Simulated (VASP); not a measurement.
Set up this calculation in VASP 6.6.1, as the native input.

* Task: single point
* Functional: r2SCAN
* Dispersion: D4
* Potentials or basis: VASP PAW PBE potentials, release 64 (H, Pb_d, N, O)
* Cutoff: 520 eV
* k mesh: 5 × 5 × 4
* Occupations: fermi-dirac, width 0.05 eV
* Spin: no spin polarisation
* Dipole correction: no
* Further INCAR settings: ALGO = Normal; EDIFF = 1e-06; NBANDS = 31

The system is HPbNO4.

```
H Pb N O
1.0
     3.73802    0.21645    0.03115
     0.40990    4.10256    0.05417
     0.88157    0.92487    5.57037
H Pb N O
1 1 1 4
Direct
  0.56793 0.89355 0.21563
  0.64620 0.44916 0.90676
  0.75823 0.20637 0.50226
  0.16417 0.54568 0.76544
  0.62584 0.95218 0.50651
  0.51192 0.93668 0.05002
  0.84476 0.38543 0.30337
```

These files were run (other wordings do the same):

POSCAR

```
HPbNO4
1.0
    3.7380248062      0.2164518793      0.0311543550
    0.4098980747      4.1025594144      0.0541668293
    0.8815707096      0.9248741824      5.5703739369
H Pb N O
1 1 1 4
Direct
    0.5679289330      0.8935484436      0.2156291579
    0.6461958067      0.4491612079      0.9067613318
    0.7582288848      0.2063686566      0.5022620499
    0.1641726766      0.5456810667      0.7654377592
    0.6258391448      0.9521806736      0.5065117898
    0.5119217635      0.9366795122      0.0500244227
    0.8447627904      0.3854304395      0.3033734888
```

INCAR.step1

```
  ALGO = Normal
  EDIFF = 1E-4
  ENCUT = 520
  GGA = PE
  ISMEAR = -1
  LASPH = T
  LCHARG = F
  LREAL = F
  LWAVE = T
  NBANDS = 31
  NELM = 60
  PREC = Accurate
  SIGMA = 0.05
```

INCAR.step2

```
  ALGO = Normal
  EDIFF = 1E-6
  ENCUT = 520
  ISIF = 2
  ISMEAR = -1
  ISTART = 1
  IVDW = 13
  LASPH = T
  LCHARG = F
  LMIXTAU = T
  LREAL = F
  LWAVE = F
  METAGGA = R2SCAN
  NBANDS = 31
  NELM = 60
  PREC = Accurate
  SIGMA = 0.05
  VDW_A1 = 0.51559235
  VDW_A2 = 5.77342911
  VDW_S6 = 1.0
  VDW_S8 = 0.6018749
```

KPOINTS

```
k-points
0
Gamma
  5 5 4
```

Potentials or basis: VASP PAW PBE potentials, release 64 (H, Pb_d, N, O).

The run is started by

```bash
$ cat potpaw_PBE.64/H/POTCAR potpaw_PBE.64/Pb_d/POTCAR potpaw_PBE.64/N/POTCAR potpaw_PBE.64/O/POTCAR > POTCAR
$ cp INCAR.step1 INCAR
$ mpirun -np 1 vasp_std > vasp.out
$ cp INCAR.step2 INCAR
$ mpirun -np 1 vasp_std > vasp.out
```

It gave:

```
Pressure                   : 1.3 GPa
Largest force              : 0.810 eV/Å
Band gap on the k mesh     : 0.82 eV
Dispersion energy per atom : -0.056 eV
```

Caveat: the standard files for N, O and F lose accuracy on very short bonds; the PAW data sets were made with another functional, which shifts forces and pressure a little; spin-orbit coupling is left out, which moves the levels of the heavy elements; an odd mesh through Γ misses points on the zone boundary, where band edges can lie.

Run time: 6.7 min on 1 thread of Intel(R) Xeon(R) Platinum 8259CL CPU @ 2.50GHz (Skylake/Cascade Lake), on a shared host, peak memory 0.29 GiB.
